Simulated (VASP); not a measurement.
Wanted: the native input for a VASP 6.6.1 run.

```
Task                   : relaxation of cell and atoms
Functional             : RPBE
Dispersion             : D4
Potentials or basis    : VASP PAW PBE potentials, release 64 (Sn_d)
Cutoff                 : 600 eV
k mesh                 : 11 × 11 × 11
Occupations            : fermi-dirac, width 0.05 eV
Spin                   : no spin polarisation
Dipole correction      : no
Further INCAR settings : ALGO = Normal; EDIFF = 1e-06; IBRION = 2; EDIFFG = -0.01; NSW = 60; ISIF = 3
```

The structure of Sn lies in POSCAR:

```
Sn
1.0
   -1.7265390000      1.7755470000      2.3383420000
    1.7265390000     -1.7755470000      2.3383420000
    1.7265390000      1.7755470000     -2.3383420000
Sn
1
Direct
    0.0000000000      0.0000000000      0.0000000000
```

These files were run (other wordings do the same):

INCAR

```
  PREC = Accurate
  ENCUT = 600
  EDIFF = 1E-6
  ISMEAR = -1
  SIGMA = 0.05
  LREAL = F
  LASPH = T
  NELM = 100
  ALGO = Normal
  ISIF = 3
  LWAVE = F
  LCHARG = F
  GGA = RP
  IVDW = 13
  IBRION = 2
  NSW = 60
  EDIFFG = -0.01
```

KPOINTS

```
regular mesh
0
Gamma
  11 11 11
```

Potentials or basis: VASP PAW PBE potentials, release 64 (Sn_d).

The run is started by

```bash
$ cat potpaw_PBE.64/Sn_d/POTCAR > POTCAR
$ mpirun -np 1 vasp_std > vasp.out
```

It gave:

The relaxed volume is 26.65 Å³/atom, the relaxed cell is a = 3.332 Å, b = 3.332 Å, c = 3.332 Å, α = 118.69°, β = 118.68°, γ = 92.29° and the space group after relaxing (to 0.1 Å) is I4/mmm (No. 139). The energy gained by relaxing is 25.7 meV/atom. The ionic steps are 14 and the pressure after relaxing is 0.0 GPa. The band gap on the k mesh is zero (bands 7 and 8 overlap by 9.82 eV) and the dispersion energy per atom is -0.776 eV.

Caveat: the PAW data sets were made with another functional, which shifts forces and pressure a little; spin-orbit coupling is left out, which moves the levels of the heavy elements.

Wall time 12 min on 1 thread of Intel Xeon 8259CL (shared host), peak memory 0.24 GiB.
